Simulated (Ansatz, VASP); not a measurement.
SiNi in VASP and in Ansatz

```
Si Ni
1.0
     2.99479    0.00000    0.00000
     0.00000    3.23460    0.00000
     0.00000    0.00000    4.46221
Si Ni
2 2
Direct
  0.50000 0.50000 0.84552
  0.00000 0.00000 0.15448
  0.50000 0.50000 0.34782
  0.00000 0.00000 0.65218
```

Change from the starting cell: strain along c alone, the other axes held, atoms relaxed: -4.5 %.

Alike in both runs: functional PBEsol; k mesh 18 × 16 × 12; occupations gaussian, width 0.1 eV; no spin polarisation.

Ansatz relaxed the structure, and its values are those at the end. VASP's run is a single point on that final structure, the one shown.

```csv
,VASP,Ansatz
version,VASP 6.6.1,Ansatz 0.2.0
potentials or method,"VASP PAW PBE potentials, release 64 (Si, Ni), cutoff 520 eV","scalar-relativistic, plane waves, PAW"
valence electrons in the cell,28,44
```

|  | VASP | Ansatz | Ansatz less VASP |
| --- | --- | --- | --- |
| gap on the k mesh at the Fermi level (eV) | none | none | - |
| pressure (GPa) | 12.7 | 12.5 | -0.20 |

VASP's potentials were made for PBE, not for PBEsol. A gap of «none» marks a metal or a gap that the smearing closes. With one functional, cell and mesh, what is left measures potentials, basis and numerics. VASP's potentials hold 28 valence electrons a cell and Ansatz's 44, so a difference there can come from the potentials and not from the codes. Ansatz's warnings: stress scf threshold loose.
